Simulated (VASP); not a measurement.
# Ru2C3S2 in VASP: notebook, part 2 of 2

VASP 6.6.1.

**4. Single point, PBE**

Input file INCAR:

```
PREC = Accurate
ENCUT = 520
EDIFF = 1E-7
ISMEAR = -1
SIGMA = 0.05
LREAL = F
LASPH = T
NELM = 100
ALGO = Normal
ISIF = 2
LWAVE = F
LCHARG = F
GGA = PE
NBANDS = 65
```

Input file KPOINTS:

```
Automatic mesh
0
Gamma
  3 2 2
```

Input file POSCAR:

```
Ru2C3S2
1.0
    5.2236150000      0.0559860000     -1.0336460000
    0.1694830000      7.0973350000     -0.7037230000
    3.8807000000      0.2327320000      6.2033220000
C Ru S
6 4 4
Direct
    0.6682488726      0.5698953516      0.2154718457
    0.0951536665      0.1085447838      0.3720847745
    0.9460391518      1.0348193946      0.8303634398
    0.4568054223      0.6361594233      0.2310629878
    0.1786013242      0.0963025134      0.6805537159
    0.2671803146      0.7483659622     -0.0050113143
    0.6244352335      0.7086536947      0.7592797674
    0.8218137470      0.2650733220      0.6189813596
    0.2420919758      0.8241112933      0.5192681396
    0.4441183904      0.3484157726      0.3597018485
    0.9259109543      0.2682333613      0.0672143313
    0.1159605016      0.5949369495      0.8259629153
    0.4962953502      0.0639090441      0.8971542937
    0.7176027469      0.9440904535      0.2972778739
```

Potentials or basis: VASP PAW PBE potentials, release 64 (C, Ru_pv, S).

On the command line:

```sh
> cat potpaw_PBE.64/C/POTCAR potpaw_PBE.64/Ru_pv/POTCAR potpaw_PBE.64/S/POTCAR > POTCAR
> mpirun -np 1 vasp_std > vasp.out
```

OUTCAR:

```text
PREC = Accurate
   ENCUT = 520
   EDIFF = 1E-7
   ISMEAR = -1
   LREAL = F
   LASPH = T
   NELM = 100
   ISIF = 2
   GGA = PE

 ion  position               nearest neighbor table
   1  0.668  0.570  0.215-   4 1.16  10 2.11
   2  0.095  0.109  0.372-   8 2.10   9 2.55  10 2.57
   3  0.946  0.035  0.830-   5 1.43  13 2.26  11 2.33   8 2.52   9 2.62
   4  0.457  0.636  0.231-   1 1.16  10 2.29   9 2.34
   5  0.179  0.096  0.681-   3 1.43   9 2.18   8 2.38
   6  0.267  0.748  0.995-  12 2.02   7 2.06
   7  0.624  0.709  0.759-   6 2.06  13 2.65  12 2.75  12 2.91   9 3.22   8 3.29   9 3.30
   8  0.822  0.265  0.619-   2 2.10   5 2.38   3 2.52  13 2.68  10 3.27  10 3.28   7 3.29
   9  0.242  0.824  0.519-   5 2.18   4 2.34   2 2.55   3 2.62  14 2.68  12 2.74   7 3.22   7 3.30

  10  0.444  0.348  0.360-   1 2.11   4 2.29   2 2.57  11 2.71   8 3.27   8 3.28
  11  0.926  0.268  0.067-   3 2.33  10 2.71
  12  0.116  0.595  0.826-   6 2.02   9 2.74   7 2.75   7 2.91
  13  0.496  0.064  0.897-   3 2.26   7 2.65   8 2.68
[... 742 lines left out ...]

  FORCE on cell =-STRESS in cart. coord.  units (eV):
  Direction    XX          YY          ZZ          XY          YZ          ZX
  --------------------------------------------------------------------------------------
  -------------------------------------------------------------------------------------
  Total      -18.6523603    -31.5822654    -34.4359736     -3.4096810     -0.5309101      4.9436681
  in kB     -115.3602680   -195.3285560   -212.9780401    -21.0880394     -3.2835484     30.5753734
  external PRESSURE =    -174.5556214 kB  Pullay stress =       0.0000000 kB

 VOLUME and BASIS-vectors are now :
 -----------------------------------------------------------------------------
  energy-cutoff  :      520.00
  volume of cell :      259.05
      direct lattice vectors                 reciprocal lattice vectors
     5.223615000  0.055986000 -1.033646000     0.170586268 -0.014600487 -0.106168297
     0.169483000  7.097335000 -0.703723000    -0.002269275  0.140569992 -0.003854187
     3.880700000  0.232732000  6.203322000     0.028166984  0.013513824  0.143076127

 POSITION                                       TOTAL-FORCE (eV/Angst)
 -----------------------------------------------------------------------------------
      4.42344      4.13230      0.24486        11.429054     -6.752330     -2.726775
      1.95939      0.86230      2.13342         0.254767      1.665331      2.927918
      8.17004      0.49334      4.14864         0.123240      2.644039     -1.471405
      3.39068      4.59439      0.51350       -12.009965      5.784541      5.049615
      3.59029      0.85188      3.96931        -2.285091     -1.660025      1.105553
      5.38374      5.55793      5.36942         0.700720     -1.458613     -2.985849
      6.32845      5.24122      3.56592        -2.173646      1.142755      2.278172
      6.73985      2.07138      2.80374         1.145565     -2.855127     -1.484823
      3.41939      5.98340      2.39100         1.094611      0.868143     -1.083906
      3.77485      2.58140      1.52710         1.107542     -0.951983     -0.655361
      5.14290      1.97122     -0.72887        -1.396637      0.064147      1.472148
      3.91188      4.42119      4.58518         0.886189      1.533206     -1.042560
      6.08487      0.69017      5.00737         1.238194     -0.715861     -2.787083
      5.06213      6.80989      0.43799        -0.114542      0.691775      1.404356
 -----------------------------------------------------------------------------------
    total drift:                               -0.000329     -0.000241      0.000562

  FREE ENERGIE OF THE ION-ELECTRON SYSTEM (eV)
  ---------------------------------------------------
  free  energy   TOTEN  =       -79.1728049763 eV

  energy  without entropy=      -79.0402386975  energy(sigma->0) =      -79.10652184
```

Wall time 6.7 min (1 thread of Intel Xeon 8259CL, shared host); peak memory 0.38 GiB.

What came out:

| Quantity | Value |
| --- | --- |
| Free energy | -79.1728 eV |
| Pressure | -17.5 GPa |
| Largest force | 14.255 eV/Å |
| Band gap on the k mesh | zero (filled and empty bands touch) |

Forces in eV/Å, atoms in the order of the input:
```
C    11.429  -6.752  -2.727
C     0.255   1.665   2.928
C     0.123   2.644  -1.471
C   -12.010   5.785   5.050
C    -2.285  -1.660   1.106
C     0.701  -1.459  -2.986
Ru   -2.174   1.143   2.278
Ru    1.146  -2.855  -1.485
Ru    1.095   0.868  -1.084
Ru    1.108  -0.952  -0.655
S    -1.397   0.064   1.472
S     0.886   1.533  -1.043
S     1.238  -0.716  -2.787
S    -0.115   0.692   1.404
```

Levels at points of the mesh, in eV from the Fermi level:
```csv
k point,band 49,band 50,band 51,band 52,band 53,band 54,band 55,band 56
"(0.00, 0.00, 0.00)",-0.39,-0.37,-0.16,0.01,0.25,0.33,0.37,0.51
"(0.00, 0.50, 0.00)",-0.32,-0.28,-0.14,-0.04,0.06,0.32,0.40,0.49
"(0.00, 0.00, 0.50)",-0.33,-0.22,-0.14,-0.11,0.07,0.30,0.41,0.49
"(0.00, 0.50, 0.50)",-0.33,-0.21,-0.09,-0.05,0.06,0.23,0.40,0.50
```

Caveat: the k points lie up to 0.46 Å⁻¹ apart.

**5. Overview**

```tsv
cell	gap on the mesh (eV)	pressure (GPa)	largest force (eV/Å)
as given, atomic positions A	none	-26.8	2.61
as given, atomic positions B	none	-27.2	4.65
as given, atomic positions C	none	-17.5	14.25
```

Alike in all rows: task single point; level PBE; potentials or basis VASP PAW PBE potentials, release 64 (C, Ru_pv, S); no spin polarisation; k mesh 3 × 2 × 2; cutoff (eV) 520; smearing fermi-dirac 0.05 eV.

Caveats: all runs use coarse meshes.

Total energies depend on the potentials used, so only differences within one code and one set of settings carry meaning.
